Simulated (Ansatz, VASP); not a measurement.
## One calculation of CdS, two programs

```
Cd S
1.0
     4.13480    0.00000    0.00000
    -2.06740    3.58084    0.00000
     0.00000    0.00000    6.74900
Cd S
2 2
Direct
  0.33333 0.66667 0.00000
  0.66667 0.33333 0.50000
  0.34730 0.69459 0.35537
  0.66667 0.33333 0.88500
```

Alike in both runs: task single point; functional PBE; k mesh 12 × 12 × 4; occupations gaussian, width 0.05 eV; no spin polarisation.

|  | VASP | Ansatz |
| --- | --- | --- |
| version | VASP 6.6.1 | Ansatz 0.2.0 |
| potentials or method | VASP PAW PBE potentials, release 64 (Cd, S), cutoff 520 eV | scalar-relativistic, plane waves, PAW |
| valence electrons in the cell | 36 | 52 |

|  | VASP | Ansatz | Ansatz less VASP |
| --- | --- | --- | --- |
| gap on the k mesh at the Fermi level (eV) | 1.16 | 1.16 | -0.003 |
| least direct gap on the mesh (eV) | 1.16 | 1.16 | -0.003 |
| pressure (GPa) | 3.3 | 2.9 | -0.37 |
| traceless stress, the component that is largest in VASP (GPa) | -1.61 | -1.55 | +0.057 |
| rms of the force components (eV/Å) | 0.549 | 0.538 | -0.0114 |

Atom by atom the forces differ by 0.012 eV/Å (rms over components). VASP's potentials hold 36 valence electrons a cell and Ansatz's 52, so a difference there can come from the potentials and not from the codes.
